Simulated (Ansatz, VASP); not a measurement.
Nb2Cl3 in VASP and in Ansatz

The input INCAR:

```
PREC = Accurate
ENCUT = 520
EDIFF = 1E-6
ISMEAR = 0
SIGMA = 0.1
LREAL = False
LASPH = True
NELM = 80
ALGO = Normal
ISIF = 2
LWAVE = False
LCHARG = False
GGA = PE
NBANDS = 58
```

Contents of KPOINTS:

```
Automatic mesh
0
Gamma
  3 3 3
```

File POSCAR:

```
Nb2Cl3
1.0
    3.2814650474      1.8945547284      5.9727591658
   -3.2814650474      1.8945547284      5.9727591658
    0.0000000000     -3.7891094569      5.9727591658
Nb Cl
4 6
Direct
    0.8521800000      0.8521800000      0.8521800000
    0.6478200000      0.6478200000      0.6478200000
    0.1478200000      0.1478200000      0.1478200000
    0.3521800000      0.3521800000      0.3521800000
    0.0562500000      0.4437500000      0.7500000000
    0.7500000000      0.0562500000      0.4437500000
    0.4437500000      0.7500000000      0.0562500000
    0.9437500000      0.5562500000      0.2500000000
    0.2500000000      0.9437500000      0.5562500000
    0.5562500000      0.2500000000      0.9437500000
```

Input for Ansatz:

```yaml
crystal:
  lattice:
    - [3.2814650474, 1.8945547284, 5.9727591658]
    - [-3.2814650474, 1.8945547284, 5.9727591658]
    - [0.0, -3.7891094569, 5.9727591658]
  atoms:
    - { symbol: Nb, position: [0.85218, 0.85218, 0.85218] }
    - { symbol: Nb, position: [0.64782, 0.64782, 0.64782] }
    - { symbol: Nb, position: [0.14782, 0.14782, 0.14782] }
    - { symbol: Nb, position: [0.35218, 0.35218, 0.35218] }
    - { symbol: Cl, position: [0.05625, 0.44375, 0.75] }
    - { symbol: Cl, position: [0.75, 0.05625, 0.44375] }
    - { symbol: Cl, position: [0.44375, 0.75, 0.05625] }
    - { symbol: Cl, position: [0.94375, 0.55625, 0.25] }
    - { symbol: Cl, position: [0.25, 0.94375, 0.55625] }
    - { symbol: Cl, position: [0.55625, 0.25, 0.94375] }
basis:
  ecutwfc: 420
kpoints:
  mp_grid: { grid: [3, 3, 3] }
hamiltonian:
  xc: pbe
scf:
  occupations: { method: gaussian, width: 0.1 }
  lower_state_search: "off"
output:
  forces: true
  stress: true
  eigenvalues: true
```

Alike in both runs: task single point; functional PBE; k mesh 3 × 3 × 3; occupations gaussian, width 0.1 eV; no spin polarisation.

```csv
,VASP,Ansatz
version,VASP 6.6.1,Ansatz 0.2.0
potentials or method,"VASP PAW PBE potentials, release 64 (Nb_sv, Cl), cutoff 520 eV","scalar-relativistic, plane waves, PAW"
valence electrons in the cell,94,94
```

|  | VASP | Ansatz | Ansatz less VASP |
| --- | --- | --- | --- |
| gap on the k mesh at the Fermi level (eV) | none | none | - |
| pressure (GPa) | -7.5 | -7.5 | +0.01 |
| traceless stress, the component that is largest in VASP (GPa) | 2.16 | 2.16 | 0.000 |
| rms of the force components (eV/Å) | 0.606 | 0.604 | -0.0024 |

Atom by atom the forces differ by 0.003 eV/Å (rms over components). A gap of «none» marks a metal or a gap that the smearing closes.

The k mesh is coarse, so the values compare programs but aren't converged.
